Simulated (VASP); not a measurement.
Crystal: Sb.

```
Sb
1.0
     3.35453    0.00000    0.00000
    -1.67727    2.90511    0.00000
     0.00000    0.00000    5.47016
Sb
2
Direct
  0.66667 0.33333 0.75000
  0.33333 0.66667 0.25000
```

| Item | Value |
| --- | --- |
| Program | VASP 6.6.1 |
| Task | relaxation of cell and atoms |
| Functional | BLYP |
| Dispersion | D3(BJ) |
| Potentials or basis | VASP PAW PBE potentials, release 64 (Sb) |
| Cutoff | 600 eV |
| k mesh | 9 × 9 × 5 |
| Occupations | fermi-dirac, width 0.05 eV |
| Spin | no spin polarisation |

At the start: pressure 0.3 GPa; volume 26.65 Å³/atom.

How do energy, volume and symmetry change on relaxing?

Over 18 steps the energy falls by 3.1 meV/atom and the volume is 26.87 Å³/atom (+0.8 %); space group P6_3/mmc (No. 194, to 0.05 Å).

The path:
| step | energy change (eV) | largest force (eV/Å) | pressure (GPa) | volume (Å³) |
| --- | --- | --- | --- | --- |
| 1 | 0.0000 | 0.0000 | 0.26 | 53.31 |
| 2 | -0.0003 | 0.0000 | -0.12 | 53.65 |
| 3 | -0.0003 | 0.0000 | -0.08 | 53.61 |
| 4 | -0.0005 | 0.0000 | -0.07 | 53.61 |
| 5 | -0.0012 | 0.0000 | -0.05 | 53.59 |
| 6 | -0.0021 | 0.0000 | 0.02 | 53.55 |
| 7 | -0.0047 | 0.0000 | 0.27 | 53.43 |
| 8 | 0.0164 | 0.0000 | 1.43 | 53.02 |
| 9 | -0.0055 | 0.0000 | 0.38 | 53.39 |
| 10 | -0.0024 | 0.0000 | 0.73 | 53.25 |
| 11 | -0.0057 | 0.0000 | 0.43 | 53.37 |
| 12 | -0.0056 | 0.0000 | 0.45 | 53.36 |
| 13 | -0.0057 | 0.0000 | 0.42 | 53.40 |
| 14 | -0.0058 | 0.0000 | 0.40 | 53.43 |
| 15 | -0.0059 | 0.0000 | 0.35 | 53.47 |
| 16 | -0.0061 | 0.0000 | 0.21 | 53.58 |
| 17 | -0.0062 | 0.0000 | -0.08 | 53.82 |
| 18 | -0.0062 | 0.0000 | 0.00 | 53.75 |

Final structure:
```
CELL_PARAMETERS angstrom
3.46730 0.00000 0.00000
-1.73365 3.00277 0.00000
0.00000 0.00000 5.16254
ATOMIC_POSITIONS crystal
Sb 0.66667 0.33333 0.75000
Sb 0.33333 0.66667 0.25000
```

Caveat: the PAW data sets were made with another functional, which shifts forces and pressure a little; pairwise dispersion overbinds metals, which lowers pressure and volume.
